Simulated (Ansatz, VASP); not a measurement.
**LiF in VASP and in Ansatz**

Contents of POSCAR:

```
LiF
1.0
    2.5162584444      0.0000000000      0.0000000000
    0.0000000000      2.5162584444      0.0000000000
    0.0000000000      0.0000000000      2.5162584444
Li F
1 1
Direct
    0.0000000000      0.0000000000      0.0000000000
    0.5000000000      0.5000000000      0.5000000000
```

File INCAR.step1:

```
PREC = Accurate
ENCUT = 520
EDIFF = 1E-5
ISMEAR = 0
SIGMA = 0.01
LREAL = False
LASPH = True
NELM = 60
ALGO = Normal
ISIF = 2
LWAVE = True
LCHARG = False
GGA = PE
ISYM = 0
NBANDS = 12
```

INCAR.step2

```
PREC = Accurate
ENCUT = 520
EDIFF = 1E-7
ISMEAR = 0
SIGMA = 0.01
LREAL = False
LASPH = True
NELM = 60
ALGO = Normal
ISIF = 2
LWAVE = False
LCHARG = False
GGA = PE
LHFCALC = True
HFSCREEN = 0.2079
PRECFOCK = Normal
ISTART = 1
ISYM = 0
NBANDS = 12
```

Contents of KPOINTS:

```
Automatic mesh
0
Gamma
  4 4 4
```

Input for Ansatz:

```yaml
crystal:
  lattice:
    - [2.5162584444, 0.0, 0.0]
    - [0.0, 2.5162584444, 0.0]
    - [0.0, 0.0, 2.5162584444]
  atoms:
    - { symbol: Li, position: [0.0, 0.0, 0.0] }
    - { symbol: F, position: [0.5, 0.5, 0.5] }
  symmetry: { detect: false }
kpoints:
  mp_grid: { grid: [4, 4, 4] }
hamiltonian:
  xc: hse06
scf:
  occupations: { method: fixed }
  n_extra_bands: 4
output:
  forces: true
  stress: true
  eigenvalues: true
```

Alike in both runs: task single point; functional HSE06; k mesh 4 × 4 × 4; no spin polarisation.

|  | VASP | Ansatz |
| --- | --- | --- |
| version | VASP 6.6.1 | Ansatz 0.2.0 |
| potentials or method | VASP PAW PBE potentials, release 64 (Li_sv, F) | plane waves |
| plane-wave cutoff (eV) | 520 | 420 |
| occupations | gaussian, width 0.01 eV | fixed |
| valence electrons in the cell | 10 | 10 |

```csv
,VASP,Ansatz,Ansatz less VASP
gap on the k mesh at the Fermi level (eV),10.18,10.17,-0.011
```

Ansatz's warnings: hybrid solves reversed points apart, stress exchange threshold loose, stress scf threshold loose.

The k mesh is coarse, so the values compare programs but aren't converged. Noted on VASP's run: the cutoff is short for stress, so the pressure is rough.
